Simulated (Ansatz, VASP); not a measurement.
# Sr2ZrO3 in VASP and in Ansatz

The input INCAR:

```
PREC = Accurate ; ENCUT = 520
EDIFF = 1E-6 ; ISMEAR = 0
SIGMA = 0.1 ; LREAL = False
LASPH = True ; NELM = 150
ALGO = Normal ; ISIF = 2
LWAVE = False ; LCHARG = False
ISPIN = 2 ; MAGMOM = 0 0 1 0 0 0
LORBIT = 11 ; LMAXMIX = 4
GGA = PE ; NBANDS = 38
```

File KPOINTS:

```
Automatic mesh
0
Gamma
  4 4 4
```

File POSCAR:

```
Sr2ZrO3
1.0
    3.8493775439     -3.9275612609      0.0000000000
    3.8493775439      3.9275612609      0.0000000000
    0.0000000000      0.0000000000      7.3018864825
Sr Zr O
2 1 3
Direct
    0.2786909605      0.7213090395      0.5000000000
    0.7213090395      0.2786909605      0.5000000000
    0.5000000000      0.5000000000      0.0000000000
    0.5000000000      0.5000000000      0.2664536957
    0.5000000000      0.5000000000      0.7335463043
    0.0000000000      0.0000000000      0.5000000000
```

Input for Ansatz:

```yaml
crystal:
  lattice:
    - [3.8493775439, -3.9275612609, 0.0]
    - [3.8493775439, 3.9275612609, 0.0]
    - [0.0, 0.0, 7.3018864825]
  atoms:
    - { symbol: Sr, position: [0.2786909605, 0.7213090395, 0.5] }
    - { symbol: Sr, position: [0.7213090395, 0.2786909605, 0.5] }
    - { symbol: Zr, position: [0.5, 0.5, 0.0], spin: 1.0 }
    - { symbol: O, position: [0.5, 0.5, 0.2664536957] }
    - { symbol: O, position: [0.5, 0.5, 0.7335463043] }
    - { symbol: O, position: [0.0, 0.0, 0.5] }
basis:
  ecutwfc: 420
kpoints:
  mp_grid: { grid: [4, 4, 4] }
hamiltonian:
  xc: pbe
scf:
  occupations: { method: gaussian, width: 0.1 }
  lower_state_search: "off"
output:
  forces: true
  stress: true
  eigenvalues: true
  populations: true
magnetization:
  spin_polarized: true
```

Alike in both runs: task single point; functional PBE; k mesh 4 × 4 × 4; occupations gaussian, width 0.1 eV; collinear spin.

```csv
,VASP,Ansatz
version,VASP 6.6.1,Ansatz 0.2.0
potentials or method,"VASP PAW PBE potentials, release 64 (Sr_sv, Zr_sv, O), cutoff 520 eV","scalar-relativistic, plane waves, PAW"
valence electrons in the cell,50,50
```

```csv
,VASP,Ansatz,Ansatz less VASP
gap on the k mesh at the Fermi level (eV),none,none,-
pressure (GPa),0.5,0.2,-0.30
"traceless stress, the component that is largest in VASP (GPa)",0.44,0.34,-0.096
rms of the force components (eV/Å),0.091,0.070,-0.0216
net moment per atom (μB),0.16,0.15,-0.005
size of the moment on the site where the two differ most (μB),0.51,0.21,-0.295
```

Site moments also hang on the region over which each program counts them. Atom by atom the forces differ by 0.034 eV/Å (rms over components). A gap of «none» marks a metal or a gap that the smearing closes.
